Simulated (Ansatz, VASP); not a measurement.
**Re in VASP and in Ansatz**

```
Re
1.0
     2.77505    0.00000    0.00000
    -1.38753    2.40326    0.00000
     0.00000    0.00000    4.48472
Re
2
Cartesian
  0.0000 1.6022 1.1212
  1.3875 0.8011 3.3635
```

Alike in both runs: functional PBE; k mesh 18 × 18 × 10; occupations gaussian, width 0.1 eV; no spin polarisation.

Ansatz relaxed the structure, and its values are those at the end. VASP's run is a single point on that final structure, the one shown.

```csv
,VASP,Ansatz
version,VASP 6.6.1,Ansatz 0.2.0
potentials or method,"VASP PAW PBE potentials, release 64 (Re), cutoff 520 eV","scalar-relativistic, all-electron LAPW"
```

VASP gave:

```
gap on the k mesh at the Fermi level (eV) : none
pressure (GPa)                            : -0.6
```

Question: Estimate Ansatz's values.

Answer: gap on the k mesh at the Fermi level (eV): none; pressure (GPa): 0.0.

A gap of «none» marks a metal or a gap that the smearing closes. Ansatz ran all-electron here, and VASP with PAW potentials.

Neither program's run includes spin-orbit coupling.
